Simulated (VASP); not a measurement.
# RbBr (P4/mmm) in VASP: a series of runs

The runs below take RbBr through single point, with r2SCAN.

Everything below comes from runs of VASP 6.6.1. Logs are shortened: lines on timing, memory, paths and dates and some standing lists are left out, and cuts for length are marked.

**1. The cell of the first run**

It takes space group P4/mmm (No. 123, tetragonal). Conventional cell: a = 4.111 Å, b = 4.111 Å, c = 4.188 Å, α = 90.00°, β = 90.00°, γ = 90.00°. Within 4.7 Å of Rb (site symmetry 4/mmm) lie 8 Br at 3.58 Å and 6 Rb at 4.11 to 4.19 Å. Br (site symmetry 4/mmm) has 8 Rb at 3.58 Å and 6 Br at 4.11 to 4.19 Å within 4.7 Å.

**2. Single point, r2SCAN (uniaxial strain along a: +1.5 %)**

File POSCAR:

```
RbBr
1.0
    4.1879684595      0.0000000000      0.0000000000
    0.0000000000      4.1106045101      0.0000000000
    0.0000000000      0.0000000000      4.1106045101
Rb Br
1 1
Direct
    0.0000000000      0.0000000000      0.0000000000
    0.5000000000      0.5000000000      0.5000000000
```

File INCAR.step1:

```
SYSTEM = RbBr
  PREC = Accurate
  ENCUT = 520
  ISMEAR = 0
  SIGMA = 0.02
  LREAL = .False.
  LASPH = .True.
  NELM = 80
  NBANDS = 15
  GGA = PE
  ALGO = Normal
  EDIFF = 1E-4
  LWAVE = .True.
  LCHARG = .False.
```

File INCAR.step2:

```
SYSTEM = RbBr
  PREC = Accurate
  ENCUT = 520
  EDIFF = 1E-6
  ISMEAR = 0
  SIGMA = 0.02
  LREAL = .False.
  LASPH = .True.
  NELM = 80
  ALGO = Normal
  ISIF = 2
  LWAVE = .False.
  LCHARG = .True.
  METAGGA = R2SCAN
  LMIXTAU = .True.
  LELF = .True.
  LVHAR = .True.
  NBANDS = 15
  ISTART = 1
```

File KPOINTS:

```
regular mesh
0
Gamma
  6 6 6
  0 0 0
```

Potentials or basis: VASP PAW PBE potentials, release 64 (Rb_sv, Br).

Started as:

```sh
$ cat potpaw_PBE.64/Rb_sv/POTCAR potpaw_PBE.64/Br/POTCAR > POTCAR
$ cp INCAR.step1 INCAR
$ mpirun -np 1 vasp_std > vasp.out
$ cp INCAR.step2 INCAR
$ mpirun -np 1 vasp_std > vasp.out
```

OUTCAR:

```text
SYSTEM = RbBr
   PREC = Accurate
   ENCUT = 520
   EDIFF = 1E-6
   ISMEAR = 0
   LREAL = .False.
   LASPH = .True.
   NELM = 80
   ISIF = 2
   METAGGA = R2SCAN
   ISTART = 1

 ion  position               nearest neighbor table
   1  0.000  0.000  0.000-   2 3.58   2 3.58   2 3.58   2 3.58   2 3.58   2 3.58   2 3.58   2 3.58

   2  0.500  0.500  0.500-   1 3.58   1 3.58   1 3.58   1 3.58   1 3.58   1 3.58   1 3.58   1 3.58

  LATTYP: Found a simple tetragonal cell.
 ALAT       =     4.1106045101
 C/A-ratio  =     1.0188205772

  Lattice vectors:

 A1 = (   0.0000000000,   4.1106045101,   0.0000000000)
 A2 = (   0.0000000000,   0.0000000000,   4.1106045101)
 A3 = (   4.1879684595,   0.0000000000,   0.0000000000)

Analysis of symmetry for initial positions (statically):
=====================================================================
 Subroutine PRICEL returns:
 Original cell was already a primitive cell.

 Routine SETGRP: Setting up the symmetry group for a
 simple tetragonal supercell.

 Subroutine GETGRP returns: Found 16 space group operations
 (whereof 16 operations were pure point group operations)
 out of a pool of 16 trial point group operations.

The static configuration has the point symmetry D_4h.

Analysis of symmetry for dynamics (positions and initial velocities):
=====================================================================
 Subroutine PRICEL returns:
 Original cell was already a primitive cell.

 Routine SETGRP: Setting up the symmetry group for a
 simple tetragonal supercell.

 Subroutine GETGRP returns: Found 16 space group operations
 (whereof 16 operations were pure point group operations)
 out of a pool of 16 trial point group operations.

The dynamic configuration has the point symmetry D_4h.

 Subroutine INISYM returns: Found 16 space group operations
 (whereof 16 operations are pure point group operations),
 and found     1 'primitive' translations

----------------------------------------------------------------------------------------

                                     Primitive cell

  volume of cell :      70.7644

  direct lattice vectors                    reciprocal lattice vectors
     4.187968460  0.000000000  0.000000000     0.238779258  0.000000000  0.000000000
     0.000000000  4.110604510  0.000000000     0.000000000  0.243273221  0.000000000
     0.000000000  0.000000000  4.110604510     0.000000000  0.000000000  0.243273221

  length of vectors
     4.187968460  4.110604510  4.110604510     0.238779258  0.243273221  0.243273221

  position of ions in fractional coordinates (direct lattice)
     0.000000000  0.000000000  0.000000000
     0.500000000  0.500000000  0.500000000

  ion indices of the primitive-cell ions
   primitive index   ion index
                 1           1
                 2           2

----------------------------------------------------------------------------------------

 KPOINTS: regular mesh

Automatic generation of k-mesh.
 Grid dimensions read from file:
 generate k-points for:    6    6    6

 Generating k-lattice:

  Cartesian coordinates                     Fractional coordinates (reciprocal lattice)
     0.039796543  0.000000000  0.000000000     0.166666667  0.000000000  0.000000000
     0.000000000  0.040545537  0.000000000     0.000000000  0.166666667  0.000000000
     0.000000000  0.000000000  0.040545537     0.000000000  0.000000000  0.166666667

  Length of vectors
     0.039796543  0.040545537  0.040545537

  Shift w.r.t. Gamma in fractional coordinates (k-lattice)
     0.000000000  0.000000000  0.000000000

 Subroutine IBZKPT returns following result:
 ===========================================

 Found     40 irreducible k-points:

 Following reciprocal coordinates:
            Coordinates               Weight
  0.000000  0.000000  0.000000      1.000000
  0.166667  0.000000  0.000000      2.000000
  0.333333  0.000000  0.000000      2.000000
  0.500000  0.000000  0.000000      1.000000
  0.000000  0.166667  0.000000      4.000000
  0.166667  0.166667  0.000000      8.000000
[... 16 lines left out ...]
  0.333333  0.333333  0.166667     16.000000
  0.500000  0.333333  0.166667      8.000000
 [... further k-points ...]
   k-points           NKPTS =     40   k-points in BZ     NKDIM =     40   number of bands    NBANDS=     15
   number of dos      NEDOS =    301   number of ions     NIONS =      2
   total plane-waves  NPLWV =  32768
   dimension x,y,z NGX =    32 NGY =   32 NGZ =   32
   dimension x,y,z NGXF=    64 NGYF=   64 NGZF=   64
   ions per type =               1   1
   NGX,Y,Z   is equivalent  to a cutoff of  12.70, 12.94, 12.94 a.u.
   NGXF,Y,Z  is equivalent  to a cutoff of  25.41, 25.88, 25.88 a.u.
 SYSTEM =  RbBr
   PREC   = accura    normal or accurate (medium, high low for compatibility)
   ISTART =      1    job   : 0-new  1-cont  2-samecut
   ICHARG =      0    charge: 1-file 2-atom 10-const
   ISPIN  =      1    spin polarized calculation?
   LNONCOLLINEAR =      F non collinear calculations
   LSORBIT =      F    spin-orbit coupling
   LASPH  =      T    aspherical Exc in radial PAW
   ENCUT  =  520.0 eV  38.22 Ry    6.18 a.u.   7.79  7.64  7.64*2*pi/ulx,y,z
   NELM   =     80;   NELMIN=  2; NELMDL=  0     # of ELM steps
   EDIFF  = 0.1E-05   stopping-criterion for ELM
   LREAL  =      F    real-space projection
   EDIFFG = 0.1E-04   stopping-criterion for IOM
   NSW    =      0    number of steps for IOM
   IBRION =     -1    ionic relax: 0-MD 1-quasi-New 2-CG
   NFREE  =      0    steps in history (QN), initial steepest desc. (CG)
   ISIF   =      2    stress and relaxation
   ISYM   =      2    0-nonsym 1-usesym 2-fastsym
   POTIM  = 0.5000    time-step for ionic-motion
   TEBEG  =    0.0;   TEEND  =   0.0 temperature during run
   PSTRESS=    0.0 pullay stress
   NELECT =      16.0000    total number of electrons
   NUPDOWN=      -1.0000    fix difference up-down
   EMIN   =  10.00;   EMAX   =-10.00  energy-range for DOS
   EFERMI =   0.00;   METHOD = LEGACY
   ISMEAR =     0;   SIGMA  =   0.02  broadening in eV -4-tet -1-fermi 0-gaus
   EFERMI_NEDOS =   21; number of points for ismear=-14 and -15
   IALGO  =     38    algorithm
   IMIX   =      4    mixing-type and parameters
     AMIX     =   0.40;   BMIX     =  1.00
     AMIX_MAG =   1.60;   BMIX_MAG =  1.00
  volume/ion in A,a.u.               =      35.38       238.77
  Fermi-wavevector in a.u.,A,eV,Ry     =   0.997340  1.884699 13.533539  0.994687
  Thomas-Fermi vector in A             =   2.129490
   LORBIT       =      0    0 simple, 1 ext, 2 COOP (PROOUT), +10 PAW based schemes
   METAGGA = R2SCAN    functional components
   LHFCALC =     F    Hartree Fock is set to
   AEXX    =    0.0000 exact exchange contribution
   IVDW    =     0    specifies the selected vdW correction
   LEPSILON=     F    determine dielectric tensor
   LRPA    =     F    only Hartree local field effects (RPA)
 non-spin polarized calculation
 Gauss-broadening in eV      SIGMA  =   0.02
  energy-cutoff  :      520.00
  volume of cell :       70.76
 maximum number of plane-waves:      1928
 NGX is ok and might be reduce to    32
   NGX = 15   NGY = 15   NGZ = 15

 number of electron      16.0000001 magnetization

 Free energy of the ion-electron system (eV)
  ---------------------------------------------------
  ext. energy  EPLUGINS =         0.00000000
  ---------------------------------------------------
  free energy    TOTEN  =       -31.10877229 eV

  energy without entropy =      -31.10877229  energy(sigma->0) =      -31.10877229

 E-fermi :  -0.9193     XC(G=0):  -8.2925

 val. band max:       -1.0563855713   @ k =   0.5000   0.5000   0.0000
 cond. band min:       3.7146100072   @ k =   0.0000   0.0000   0.0000
 fundamental gap:      4.7709955785
 Fermi energy:        -0.9193319353

 k-point     1 :       0.0000    0.0000    0.0000
  band No.  band energies     occupation
      1     -26.9859      2.00000
      2     -14.1293      2.00000
      3     -10.4324      2.00000
      4     -10.4198      2.00000
      5     -10.4198      2.00000
      6      -1.3014      2.00000
      7      -1.2065      2.00000
      8      -1.2065      2.00000
      9       3.7146      0.00000
     10       5.0044      0.00000
     11       5.0776      0.00000
     12       9.5659      0.00000
     13       9.5659      0.00000
     14       9.7231      0.00000
     15      12.1557      0.00000

 k-point     2 :       0.1667    0.0000    0.0000
  band No.  band energies     occupation
      1     -26.9815      2.00000
      2     -14.1295      2.00000
      3     -10.4574      2.00000
      4     -10.4094      2.00000
      5     -10.4094      2.00000
      6      -1.7527      2.00000
      7      -1.2244      2.00000
      8      -1.2244      2.00000
      9       4.3563      0.00000
     10       5.2832      0.00000
     11       5.5743      0.00000
     12       9.4732      0.00000
     13       9.4732      0.00000
     14       9.8750      0.00000
     15      10.9187      0.00000

 k-point     3 :       0.3333    0.0000    0.0000
  band No.  band energies     occupation
      1     -26.9727      2.00000
      2     -14.1316      2.00000
      3     -10.5006      2.00000
      4     -10.3886      2.00000
      5     -10.3886      2.00000
      6      -2.4644      2.00000
      7      -1.2616      2.00000
      8      -1.2616      2.00000
      9       5.6734      0.00000
     10       5.8492      0.00000
     11       6.7757      0.00000
     12       9.2029      0.00000
     13       9.4683      0.00000
     14       9.4683      0.00000
     15      10.2493      0.00000

 k-point     4 :       0.5000    0.0000    0.0000
  band No.  band energies     occupation
      1     -26.9683      2.00000
      2     -14.1335      2.00000
      3     -10.5187      2.00000
      4     -10.3781      2.00000
      5     -10.3781      2.00000
      6      -2.7642      2.00000
      7      -1.2808      2.00000
      8      -1.2808      2.00000
      9       6.3376      0.00000
     10       6.6726      0.00000
     11       7.1561      0.00000
     12       8.3008      0.00000
     13       9.6370      0.00000
     14       9.6370      0.00000
     15      10.4966      0.00000
[... 307 lines left out ...]
 k-point    22 :       0.1667    0.3333    0.1667
  band No.  band energies     occupation
      1     -26.9606      2.00000
      2     -14.0522      2.00000
      3     -10.5867      2.00000
      4     -10.4582      2.00000
      5     -10.4404      2.00000
      6      -2.2607      2.00000
      7      -1.6141      2.00000
      8      -1.5061      2.00000
      9       6.1003      0.00000
     10       6.4407      0.00000
     11       7.0869      0.00000
     12       8.3540      0.00000
     13       8.4121      0.00000
     14       8.7682      0.00000
     15      11.1999      0.00000

 k-point    23 :       0.3333    0.3333    0.1667
  band No.  band energies     occupation
      1     -26.9526      2.00000
      2     -13.9894      2.00000
      3     -10.6327      2.00000
      4     -10.5650      2.00000
      5     -10.4439      2.00000
      6      -2.1553      2.00000
      7      -2.0162      2.00000
      8      -1.4956      2.00000
      9       5.9536      0.00000
     10       6.8133      0.00000
     11       7.6426      0.00000
     12       7.7212      0.00000
     13       8.5738      0.00000
     14       8.9418      0.00000
     15      11.4155      0.00000

 k-point    24 :       0.5000    0.3333    0.1667
  band No.  band energies     occupation
      1     -26.9486      2.00000
      2     -13.9573      2.00000
      3     -10.6448      2.00000
      4     -10.6369      2.00000
      5     -10.4369      2.00000
      6      -2.2907      2.00000
      7      -2.0236      2.00000
      8      -1.4655      2.00000
      9       5.7098      0.00000
     10       6.7450      0.00000
     11       7.4704      0.00000
     12       7.9986      0.00000
     13       9.0745      0.00000
     14       9.5421      0.00000
     15      11.2776      0.00000

 [... further k-points ...]

------------------------ aborting loop because EDIFF is reached ----------------------------------------

  FORCE on cell =-STRESS in cart. coord.  units (eV):
  Direction    XX          YY          ZZ          XY          YZ          ZX
  --------------------------------------------------------------------------------------
  -------------------------------------------------------------------------------------
  Total       -0.2010443      0.0492461      0.0492461     -0.0000000      0.0000000      0.0000000
  in kB       -4.5518471      1.1149809      1.1149809     -0.0000000      0.0000000      0.0000000
  external PRESSURE =      -0.7739617 kB  Pullay stress =       0.0000000 kB

 VOLUME and BASIS-vectors are now :
 -----------------------------------------------------------------------------
  energy-cutoff  :      520.00
  volume of cell :       70.76
      direct lattice vectors                 reciprocal lattice vectors
     4.187968460  0.000000000  0.000000000     0.238779258  0.000000000  0.000000000
     0.000000000  4.110604510  0.000000000     0.000000000  0.243273221  0.000000000
     0.000000000  0.000000000  4.110604510     0.000000000  0.000000000  0.243273221

 POSITION                                       TOTAL-FORCE (eV/Angst)
 -----------------------------------------------------------------------------------
      0.00000      0.00000      0.00000         0.000000      0.000000      0.000000
      2.09398      2.05530      2.05530         0.000000      0.000000      0.000000
 -----------------------------------------------------------------------------------
    total drift:                                0.000000      0.000000     -0.000000

  FREE ENERGIE OF THE ION-ELECTRON SYSTEM (eV)
  ---------------------------------------------------
  free  energy   TOTEN  =       -31.1087722937 eV

  energy  without entropy=      -31.1087722937  energy(sigma->0) =      -31.10877229
```

Run time: 41 s. Hardware: 1 thread of Intel Xeon 6975P-C (Granite Rapids), shared host; peak memory 0.2 GiB.

Results:

* Free energy: -31.1088 eV
* Pressure: -0.1 GPa
* Band gap on the k mesh: 4.77 eV (least direct gap 4.92 eV)

Stress tensor (GPa, compression positive):
```
-0.46  0.00  0.00
 0.00  0.11  0.00
 0.00  0.00  0.11
```

Caveat: the cell differs from its parent crystal (uniaxial strain along a: +1.5 %); the PAW data sets were made with another functional, which shifts forces and pressure a little.

**3. Single point, r2SCAN (uniaxial strain along a: +1.5 %, then relaxed in part)**

File POSCAR:

```
RbBr
1.0
    4.1879684595      0.0000000000      0.0000000000
    0.0000000000      4.1188736193      0.0000000000
    0.0000000000      0.0000000000      4.1188736193
Rb Br
1 1
Direct
    0.0000000000      0.0000000000      0.0000000000
    0.5000000000      0.5000000000      0.5000000000
```

File INCAR.step1:

```
ALGO = Normal ; EDIFF = 1E-4
ENCUT = 520 ; GGA = PE
ISMEAR = 0 ; LASPH = T
LCHARG = F ; LREAL = F
LWAVE = T ; NBANDS = 15
NELM = 80 ; PREC = Accurate
SIGMA = 0.02
```

File INCAR.step2:

```
ALGO = Normal ; EDIFF = 1E-6
ENCUT = 520 ; ISIF = 2
ISMEAR = 0 ; ISTART = 1
LASPH = T ; LCHARG = F
LMIXTAU = T ; LREAL = F
LWAVE = F ; METAGGA = R2SCAN
NBANDS = 15 ; NELM = 80
PREC = Accurate ; SIGMA = 0.02
```

File KPOINTS:

```
k-points
0
Gamma
  6 6 6
```

Potentials or basis: VASP PAW PBE potentials, release 64 (Rb_sv, Br).

Started as:

```sh
$ cat potpaw_PBE.64/Rb_sv/POTCAR potpaw_PBE.64/Br/POTCAR > POTCAR
$ cp INCAR.step1 INCAR
$ mpirun -np 1 vasp_std > vasp.out
$ cp INCAR.step2 INCAR
$ mpirun -np 1 vasp_std > vasp.out
```

Run time: 40 s. Hardware: 1 thread of Intel Xeon 6975P-C (Granite Rapids), shared host; peak memory 0.2 GiB.

It converged, with:

* Free energy: -31.1089 eV
* Pressure: -0.1 GPa
* Band gap on the k mesh: 4.76 eV (least direct gap 4.91 eV)

Stress tensor (GPa, compression positive):
```
-0.48  0.00  0.00
 0.00  0.02  0.00
 0.00  0.00  0.02
```

Levels at points of the mesh, in eV from the valence-band top:
| k point | band 6 | band 7 | band 8 | band 9 | band 10 | band 11 |
| --- | --- | --- | --- | --- | --- | --- |
| (0.00, 0.00, 0.00) | -0.23 | -0.15 | -0.15 | 4.76 | 6.07 | 6.14 |
| (0.50, 0.00, 0.00) | -1.69 | -0.22 | -0.22 | 7.40 | 7.71 | 8.20 |
| (0.00, 0.50, 0.00) | -1.70 | -0.30 | -0.20 | 7.44 | 7.73 | 8.32 |
| (0.50, 0.50, 0.00) | -1.09 | -1.06 | 0.00 | 5.89 | 6.92 | 8.66 |
| (0.00, 0.50, 0.50) | -1.08 | -1.08 | -0.07 | 5.92 | 6.78 | 8.53 |
| (0.50, 0.50, 0.50) | -1.35 | -1.35 | -1.32 | 8.76 | 8.84 | 8.84 |

Caveat: the cell differs from its parent crystal (uniaxial strain along a: +1.5 %, then relaxed in part); the PAW data sets were made with another functional, which shifts forces and pressure a little. A k mesh can miss the band edges.

(Continued in part 2 of 2.)
